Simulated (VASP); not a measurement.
Input of a VASP 6.6.1 run:

File INCAR:

```
SYSTEM = P
PREC = Accurate
ENCUT = 520
EDIFF = 1E-6
ISMEAR = -1
SIGMA = 0.02
LREAL = .False.
LASPH = .True.
NELM = 100
ALGO = Normal
ISIF = 2
LWAVE = .False.
LCHARG = .False.
LDIPOL = .True.
IDIPOL = 3
DIPOL = 0.5 0.5 0.341
GGA = PE
NBANDS = 18
```

Contents of KPOINTS:

```
Automatic mesh
0
Gamma
  6 8 1
  0 0 0
```

The input POSCAR:

```
P
1.0
    4.6275012813      0.0000000000      0.0000000000
    0.0000000000      3.2918675517      0.0000000000
    0.0000000000      0.0000000000     27.8195791164
P
4
Direct
    0.0912381700      0.0000000000      0.3789328400
    0.4087618300      0.5000000000      0.3789328400
    0.5912381700      0.5000000000      0.3040393905
    0.9087618300      0.0000000000      0.3040393905
```

Potentials or basis: VASP PAW PBE potentials, release 64 (P).

The run is started by

```console
$ cat potpaw_PBE.64/P/POTCAR > POTCAR
$ mpirun -np 1 vasp_std > vasp.out
```

Task: Estimate the band gap on the k mesh.

Result: 0.93 eV.

Task: What does it give for the largest force?

Result: 0.210 eV/Å.

Forces on the atoms (eV/Å):
```
P   -0.184  0.000  0.101
P    0.184  0.000  0.101
P   -0.184  0.000 -0.101
P    0.184  0.000 -0.101
```
